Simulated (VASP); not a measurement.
# BO (P2_13) in VASP: further runs, part 2 of 2

VASP 6.6.1.

### 5 Relaxation of cell and atoms, PBE

INCAR reads:

```
SYSTEM = BO
ALGO = Normal
EDIFF = 1E-6
EDIFFG = -0.01
ENCUT = 600
GGA = PE
IBRION = 2
ISIF = 3
ISMEAR = 0
LASPH = .True.
LCHARG = .False.
LREAL = .False.
LWAVE = .False.
NELM = 100
NSW = 100
PREC = Accurate
SIGMA = 0.1
```

KPOINTS reads:

```
k-points
0
Gamma
  8 8 8
  0 0 0
```

POSCAR reads:

```
BO
1.0
    4.5312566072      0.0000000000      0.0000000000
    0.0000000000      4.5312566072      0.0000000000
    0.0000000000      0.0000000000      4.5312566072
B O
4 4
Direct
    0.9599388763      0.9599388763      0.9599388763
    0.5400611237      0.0400611237      0.4599388763
    0.4599388763      0.5400611237      0.0400611237
    0.0400611237      0.4599388763      0.5400611237
    0.7953388684      0.7953388684      0.7953388684
    0.7046611316      0.2046611316      0.2953388684
    0.2953388684      0.7046611316      0.2046611316
    0.2046611316      0.2953388684      0.7046611316
```

Potentials or basis: VASP PAW PBE potentials, release 64 (B, O).

Run with:

```sh
> cat potpaw_PBE.64/B/POTCAR potpaw_PBE.64/O/POTCAR > POTCAR
> mpirun -np 1 vasp_std > vasp.out
```

OUTCAR:

```text
SYSTEM = BO
   EDIFF = 1E-6
   EDIFFG = -0.01
   ENCUT = 600
   GGA = PE
   IBRION = 2
   ISIF = 3
   ISMEAR = 0
   LASPH = .True.
   LREAL = .False.
   NELM = 100
   NSW = 100
   PREC = Accurate

 ion  position               nearest neighbor table
   1  0.960  0.960  0.960-   5 1.29
   2  0.540  0.040  0.460-   6 1.29
   3  0.460  0.540  0.040-   7 1.29
   4  0.040  0.460  0.540-   8 1.29
   5  0.795  0.795  0.795-   1 1.29
   6  0.705  0.205  0.295-   2 1.29
   7  0.295  0.705  0.205-   3 1.29
   8  0.205  0.295  0.705-   4 1.29

  LATTYP: Found a simple cubic cell.
 ALAT       =     4.5312566072

  Lattice vectors:

 A1 = (   4.5312566072,   0.0000000000,   0.0000000000)
 A2 = (   0.0000000000,   4.5312566072,   0.0000000000)
[... 279 lines left out ...]
  ext. energy  EPLUGINS =         0.00000000
  ---------------------------------------------------
  free energy    TOTEN  =       -46.14100368 eV

  energy without entropy =      -46.11788389  energy(sigma->0) =      -46.12944378

 E-fermi :   2.4954     XC(G=0):  -9.4095

 val. band max:        2.4894192319   @ k =   0.2500   0.2500   0.2500
 cond. band min:       2.5037653345   @ k =   0.5000   0.3750   0.2500
 fundamental gap:      0.0143461026
 Fermi energy:         2.4953947340

 k-point     1 :       0.0000    0.0000    0.0000
  band No.  band energies     occupation
      1     -19.4149      2.00000
      2     -18.5392      2.00000
      3     -18.5392      2.00000
      4     -18.5392      2.00000
      5      -5.8402      2.00000
      6      -5.8402      2.00000
[... 613 lines left out ...]
     22       5.9135      0.00000
     23       6.1523      0.00000

 [... further k-points ...]

------------------------ aborting loop because EDIFF is reached ----------------------------------------

  FORCE on cell =-STRESS in cart. coord.  units (eV):
  Direction    XX          YY          ZZ          XY          YZ          ZX
  --------------------------------------------------------------------------------------
  -------------------------------------------------------------------------------------
  Total       -0.0570823     -0.0570823     -0.0570823     -0.0000000      0.0000000     -0.0000000
  in kB       -0.9822895     -0.9822895     -0.9822895     -0.0000000      0.0000000     -0.0000000
  external PRESSURE =      -0.9822895 kB  Pullay stress =       0.0000000 kB
[... 23 lines left out ...]
  FREE ENERGIE OF THE ION-ELECTRON SYSTEM (eV)
  ---------------------------------------------------
  free  energy   TOTEN  =       -46.1410036827 eV

  energy  without entropy=      -46.1178838852  energy(sigma->0) =      -46.12944378

 reached required accuracy - stopping structural energy minimisation
```

OSZICAR:

```text
N       E                     dE             d eps       ncg     rms          rms(c)
DAV:   1     0.202059857149E+03    0.20206E+03   -0.19814E+04  2070   0.158E+03
DAV:   2    -0.343905642528E+02   -0.23645E+03   -0.23114E+03  2797   0.315E+02
DAV:   3    -0.504685685162E+02   -0.16078E+02   -0.15853E+02  2624   0.834E+01
DAV:   4    -0.507429066851E+02   -0.27434E+00   -0.27303E+00  2593   0.114E+01
[... 23 lines left out ...]
DAV:   2    -0.461412552621E+02   -0.83302E-03   -0.16221E-02  2656   0.900E-01    0.127E-01
DAV:   3    -0.461410451353E+02    0.21013E-03   -0.43519E-04  2511   0.161E-01    0.654E-02
DAV:   4    -0.461410021889E+02    0.42946E-04   -0.19984E-04  2427   0.112E-01    0.182E-02
DAV:   5    -0.461410034873E+02   -0.12984E-05   -0.26565E-05  2658   0.346E-02    0.762E-03
DAV:   6    -0.461410036827E+02   -0.19540E-06   -0.10784E-06  1574   0.893E-03
   3 F= -.46141004E+02 E0= -.46129444E+02  d E =-.513513E-03
```

Wall time 3.6 min (1 thread of Intel Xeon Platinum 8488C (Sapphire Rapids), shared host); peak memory 0.25 GiB.

What came out:

| Quantity | Value |
| --- | --- |
| Free energy | -46.1410 eV |
| Relaxed volume | 11.64 Å³/atom |
| Relaxed cell | a = 4.532 Å, b = 4.532 Å, c = 4.532 Å, α = 90.00°, β = 90.00°, γ = 90.00° |
| Space group after relaxing (to 0.1 Å) | P2_13 (No. 198) |
| Energy gained by relaxing | 0.1 meV/atom |
| Ionic steps | 3 |
| Pressure after relaxing | -0.1 GPa |
| Largest force after relaxing | 0.008 eV/Å |
| Band gap on the k mesh | zero (bands 18 and 19 overlap by 0.81 eV) |

Forces on the atoms (eV/Å):
```
B    0.005  0.005  0.005
B   -0.005 -0.005  0.005
B    0.005 -0.005 -0.005
B   -0.005  0.005 -0.005
O   -0.002 -0.002 -0.002
O    0.002  0.002 -0.002
O   -0.002  0.002  0.002
O    0.002 -0.002  0.002
```

Step by step:
| step | energy change (eV) | largest force (eV/Å) | pressure (GPa) | volume (Å³) |
| --- | --- | --- | --- | --- |
| 1 | 0.0000 | 0.1055 | 0.31 | 93.04 |
| 2 | 0.0057 | 0.3236 | -1.57 | 93.34 |
| 3 | -0.0005 | 0.0081 | -0.10 | 93.10 |

Final structure:
```
CELL_PARAMETERS angstrom
4.53236 0.00000 0.00000
0.00000 4.53236 0.00000
0.00000 0.00000 4.53236
ATOMIC_POSITIONS crystal
B 0.96008 0.96008 0.96008
B 0.53992 0.03992 0.46008
B 0.46008 0.53992 0.03992
B 0.03992 0.46008 0.53992
O 0.79520 0.79520 0.79520
O 0.70480 0.20480 0.29520
O 0.29520 0.70480 0.20480
O 0.20480 0.29520 0.70480
```

Levels at points of the mesh, in eV from the Fermi level:
| k point | band 15 | band 16 | band 17 | band 18 | band 19 | band 20 | band 21 | band 22 |
| --- | --- | --- | --- | --- | --- | --- | --- | --- |
| (0.00, 0.00, 0.00) | -4.52 | -4.52 | -2.79 | 0.39 | 0.39 | 0.39 | 2.14 | 2.14 |
| (0.50, 0.00, 0.00) | -4.94 | -4.94 | -0.59 | -0.59 | 0.29 | 0.29 | 3.45 | 3.45 |
| (0.50, 0.50, 0.00) | -4.36 | -4.36 | -0.45 | -0.45 | 0.17 | 0.17 | 3.23 | 3.23 |
| (0.50, 0.50, 0.50) | -4.42 | -4.42 | -0.42 | -0.42 | -0.42 | -0.42 | 3.92 | 3.92 |

### 6 Summary

```csv
task,cell,k mesh,cutoff (eV),gap on the mesh (eV),pressure (GPa),relaxed volume (Å³/atom),largest force (eV/Å)
single point,"a = 4.531 Å, 8 atoms, atomic positions A",6 × 6 × 6,520,none,0.4,-,0.11
relaxation of cell and atoms,"relaxed from a = 3.726 Å, 8 atoms, atomic positions B",6 × 6 × 6,600,none,0.0,10.45,-
single point,"a = 4.561 Å, 8 atoms, atomic positions C",8 × 8 × 8,520,none,0.2,-,0.12
relaxation of cell and atoms,"relaxed from a = 4.531 Å, 8 atoms, atomic positions A",8 × 8 × 8,600,none,-0.1,11.64,0.01
```

Alike in all rows: level PBE; potentials or basis VASP PAW PBE potentials, release 64 (B, O); no spin polarisation; smearing gaussian 0.1 eV.

Caveats: the volume moved by over 15 % at a fixed basis, so the end points are rough (at least some runs).

Total energies depend on the potentials used, so only differences within one code and one set of settings carry meaning.

The gap in the log of VASP goes by the Fermi energy; the results here count the filled bands.